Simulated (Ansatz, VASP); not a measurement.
# One calculation of Be3TeO2, two programs

```xyz
6
Lattice="3.9152 0.0000 0.0000 0.0000 3.9152 0.0000 0.0000 0.0000 5.4028" Properties=species:S:1:pos:R:3 pbc="T T T"
Be    0.0000    1.9576    5.9272
Be    1.9576    0.0000    5.9272
Be    1.9576    1.9576    3.9982
Te    0.0000    0.0000    4.3925
O     1.9576    1.9576    0.2069
O     1.9576    1.9576    2.5622
```

Alike in both runs: functional PBE; k mesh 4 × 4 × 4; occupations gaussian, width 0.1 eV; no spin polarisation.

Ansatz relaxed the structure, and its values are those at the end. VASP's run is a single point on that final structure, the one shown.

```csv
,VASP,Ansatz
version,VASP 6.6.1,Ansatz 0.2.0
potentials or method,"VASP PAW PBE potentials, release 64 (Be, Te, O), cutoff 520 eV","scalar-relativistic, plane waves, PAW"
valence electrons in the cell,24,34
```

Ansatz gave:

* gap on the k mesh at the Fermi level (eV): 0.96
* least direct gap on the mesh (eV): 1.09
* pressure (GPa): 0.0
* rms of the force components (eV/Å): 0.005

Task: Estimate VASP's values.

Result: gap on the k mesh at the Fermi level (eV): 0.98; least direct gap on the mesh (eV): 1.10; pressure (GPa): 0.1; rms of the force components (eV/Å): 0.017.

With one functional, cell and mesh, what is left measures potentials, basis and numerics. VASP's potentials hold 24 valence electrons a cell and Ansatz's 34, so a difference there can come from the potentials and not from the codes.

Neither program's run includes spin-orbit coupling.
